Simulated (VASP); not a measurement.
Crystal: ZnS (rocksalt type).

```
Zn S
1.0
     0.00000    2.32576    2.32576
     2.32576    0.00000    2.32576
     2.32576    2.32576    0.00000
Zn S
1 1
Direct
  0.00000 0.00000 0.00000
  0.50000 0.50000 0.50000
```

```yaml
Program: VASP 6.6.1
Task: relaxation of cell and atoms
Functional: PBE
Potentials_or_basis: VASP PAW PBE potentials, release 64 (Zn, S)
Cutoff: 600 eV
k_mesh: 15 × 15 × 15
Occupations: fermi-dirac, width 0.08 eV
Spin: no spin polarisation
```

At the start: pressure 45.2 GPa; volume 12.58 Å³/atom.

Question: Where does the relaxation end?

Answer: Over 3 steps the energy falls by 444.7 meV/atom and the volume is 16.64 Å³/atom (+32.3 %); space group Fm-3m (No. 225, to 0.1 Å) before and after.

Step by step:
```tsv
step	energy change (eV)	largest force (eV/Å)	pressure (GPa)	volume (Å³)
1	0.0000	0.0000	45.24	25.16
2	-0.5992	0.0000	-10.88	40.44
3	-0.8895	0.0000	0.03	33.28
```

Final structure:
```
Zn S
1.0
     0.00000    2.55288    2.55288
     2.55288    0.00000    2.55288
     2.55288    2.55288    0.00000
Zn S
1 1
Direct
  0.00000 0.00000 0.00000
  0.50000 0.50000 0.50000
```

Caveat: the volume moved by over 15 % at a fixed basis, so the end points are rough.
